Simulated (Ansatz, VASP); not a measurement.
This is a calculation of SnO2 for VASP 6.6.1.

Contents of POSCAR:

```
SnO2
1.0
    0.0000000000      2.6080242793      2.6080242793
    2.6080242793      0.0000000000      2.6080242793
    2.6080242793      2.6080242793      0.0000000000
Sn O
1 2
Direct
    0.0000000000      0.0000000000      0.0000000000
    0.7500000000      0.7500000000      0.7500000000
    0.2500000000      0.2500000000      0.2500000000
```

INCAR.step1

```
PREC     = Accurate       # precision mode
ENCUT    = 520            # plane-wave cutoff, eV
ISMEAR   = -1             # smearing method
SIGMA    = 0.05           # smearing width, eV
LREAL    = False          # projectors in reciprocal space
LASPH    = True           # aspherical terms in the spheres
NELM     = 60             # most SCF steps
NBANDS   = 20             # bands
GGA      = PE             # functional
ALGO     = Normal         # electronic algorithm
EDIFF    = 1E-4           # SCF threshold, eV
LWAVE    = True           # write WAVECAR
LCHARG   = False          # write CHGCAR
```

INCAR.step2

```
PREC     = Accurate       # precision mode
ENCUT    = 520            # plane-wave cutoff, eV
EDIFF    = 1E-7           # SCF threshold, eV
ISMEAR   = -1             # smearing method
SIGMA    = 0.05           # smearing width, eV
LREAL    = False          # projectors in reciprocal space
LASPH    = True           # aspherical terms in the spheres
NELM     = 60             # most SCF steps
ALGO     = Normal         # electronic algorithm
ISIF     = 2              # what is computed and relaxed
LWAVE    = False          # write WAVECAR
LCHARG   = False          # write CHGCAR
METAGGA  = R2SCAN         # meta-GGA
LMIXTAU  = True         
NBANDS   = 20             # bands
ISTART   = 1
```

The input KPOINTS:

```
regular mesh
0
Gamma
  9 9 9
```

Potentials or basis: VASP PAW PBE potentials, release 64 (Sn_d, O).

Command:

```console
$ cat potpaw_PBE.64/Sn_d/POTCAR potpaw_PBE.64/O/POTCAR > POTCAR
$ cp INCAR.step1 INCAR
$ mpirun -np 1 vasp_std > vasp.out
$ cp INCAR.step2 INCAR
$ mpirun -np 1 vasp_std > vasp.out
```

Problem. Translate it to Ansatz 0.2.0. Potentials there: Ansatz PAW.

Solution. As run (the cutoff follows the program's own potentials):

File input.yaml:

```yaml
crystal:
  lattice:
    - [0.0, 2.6080242793, 2.6080242793]
    - [2.6080242793, 0.0, 2.6080242793]
    - [2.6080242793, 2.6080242793, 0.0]
  atoms:
    - { symbol: Sn, position: [0.0, 0.0, 0.0] }
    - { symbol: O, position: [0.75, 0.75, 0.75] }
    - { symbol: O, position: [0.25, 0.25, 0.25] }
hamiltonian:
  xc: r2scan
  pseudopotentials: { kind: paw }
kpoints:
  mp_grid: { grid: [9, 9, 9] }
scf:
  occupations: { method: fermi_dirac, width: 0.05 }
output:
  forces: true
  stress: true
  eigenvalues: true
```

Potentials or basis: Ansatz PAW.

Command:

```sh
$ ansatz run input.yaml --threads 1 --pin off --max-ram 3584MiB --backend cpu --events-out ev --progress --plain --runs-dir out
```

Both were run:

|  | VASP | Ansatz | Ansatz less VASP |
| --- | --- | --- | --- |
| gap on the k mesh at the Fermi level (eV) | none | none | - |
| pressure (GPa) | -15.0 | -15.9 | -0.93 |

VASP's potentials were made for PBE, not for r2SCAN. A gap of «none» marks a metal or a gap that the smearing closes. The functional is the same, so the differences come from potentials, cutoffs and numerics.
